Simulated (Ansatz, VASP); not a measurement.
Two plane-wave programs on Al4Ni

File INCAR:

```
SYSTEM = Al4Ni
PREC = Accurate
ENCUT = 600
EDIFF = 1E-7
ISMEAR = 0
SIGMA = 0.1
LREAL = .FALSE.
LASPH = .TRUE.
NELM = 80
ALGO = Normal
ISIF = 3
LWAVE = .FALSE.
LCHARG = .FALSE.
GGA = PE
IBRION = 2
NSW = 100
EDIFFG = -0.01
```

Contents of KPOINTS:

```
regular mesh
0
G
  10 10 10
  0 0 0
```

The input POSCAR:

```
Al4Ni
1.0
   -2.7999791650      2.7999791650      2.7999791650
    2.7999791650     -2.7999791650      2.7999791650
    2.7999791650      2.7999791650     -2.7999791650
Al Ni
4 1
Direct
    0.0000000000      0.0000000000      0.5000000000
    0.5000000000      0.0000000000      0.0000000000
    0.5000000000      0.5000000000      0.5000000000
    0.0000000000      0.5000000000      0.0000000000
    0.0000000000      0.0000000000      0.0000000000
```

Input for Ansatz:

```yaml
crystal:
  lattice:
    - [-2.799979165, 2.799979165, 2.799979165]
    - [2.799979165, -2.799979165, 2.799979165]
    - [2.799979165, 2.799979165, -2.799979165]
  atoms:
    - { symbol: Al, position: [0.0, 0.0, 0.5] }
    - { symbol: Al, position: [0.5, 0.0, 0.0] }
    - { symbol: Al, position: [0.5, 0.5, 0.5] }
    - { symbol: Al, position: [0.0, 0.5, 0.0] }
    - { symbol: Ni, position: [0.0, 0.0, 0.0] }
basis:
  ecutwfc: 420
kpoints:
  mp_grid: { grid: [10, 10, 10] }
hamiltonian:
  xc: pbe
scf:
  occupations: { method: gaussian, width: 0.1 }
output:
  forces: true
  stress: true
  eigenvalues: true
  write_density: true
  write_potential: true
  elf: true
  volumetric_format: npy
relax:
  adjacent_minimum: "off"
  f_tol: 0.01
  max_steps: 80
  cell: { stress_tol: 0.05 }
```

Change from the starting cell: species swapped into the NiHg4 type (Im-3m, No. 229).

Alike in both runs: task relaxation of cell and atoms; functional PBE; k mesh 10 × 10 × 10; occupations gaussian, width 0.1 eV; no spin polarisation.

```csv
,VASP,Ansatz
version,VASP 6.6.1,Ansatz 0.2.0
potentials or method,"VASP PAW PBE potentials, release 64 (Al, Ni), cutoff 600 eV","scalar-relativistic, plane waves, PAW"
valence electrons in the cell,22,30
```

VASP gave:

| Quantity | Value |
| --- | --- |
| gap on the k mesh at the Fermi level, each at its own relaxed structure (eV) | none |
| relaxed volume (Å³/atom) | 17.50 |
| relaxed length of the cell vector where the two differ most in proportion (Å) | 4.844 |

Problem. Estimate Ansatz's values.

Solution. gap on the k mesh at the Fermi level, each at its own relaxed structure (eV): none; relaxed volume (Å³/atom): 17.52; relaxed length of the cell vector where the two differ most in proportion (Å): 4.846.

A gap of «none» marks a metal or a gap that the smearing closes. VASP's potentials hold 22 valence electrons a cell and Ansatz's 30, so a difference there can come from the potentials and not from the codes.
